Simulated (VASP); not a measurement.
Input of a VASP 6.6.1 run:

The input INCAR:

```
PREC = Accurate ; ENCUT = 600
EDIFF = 1E-6 ; ISMEAR = -1
SIGMA = 0.1 ; LREAL = False
LASPH = True ; NELM = 80
ALGO = Normal ; ISIF = 3
LWAVE = False ; LCHARG = False
GGA = PS ; IBRION = 2
NSW = 60 ; EDIFFG = -0.005
PSTRESS = 1600.0
```

File KPOINTS:

```
Automatic mesh
0
Gamma
  20 20 20
```

File POSCAR:

```
Si
1.0
   -1.2722612942      1.2722612942      1.2722612942
    1.2722612942     -1.2722612942      1.2722612942
    1.2722612942      1.2722612942     -1.2722612942
Si
1
Direct
    0.0000000000      0.0000000000      0.0000000000
```

Potentials or basis: VASP PAW PBE potentials, release 64 (Si).

The run is started by

```sh
$ cat potpaw_PBE.64/Si/POTCAR > POTCAR
$ mpirun -np 1 vasp_std > vasp.out
```

(1) Estimate the band gap on the k mesh.

(2) Predict the space group after relaxing (to 0.05 Å).

Results:

(1) zero (band 2 reaches 34.19 eV, above the bottom of band 3 at 13.40 eV).

(2) Im-3m (No. 229).

Caveat: the cell is relaxed towards a set pressure, so the enthalpy falls and the energy may rise.
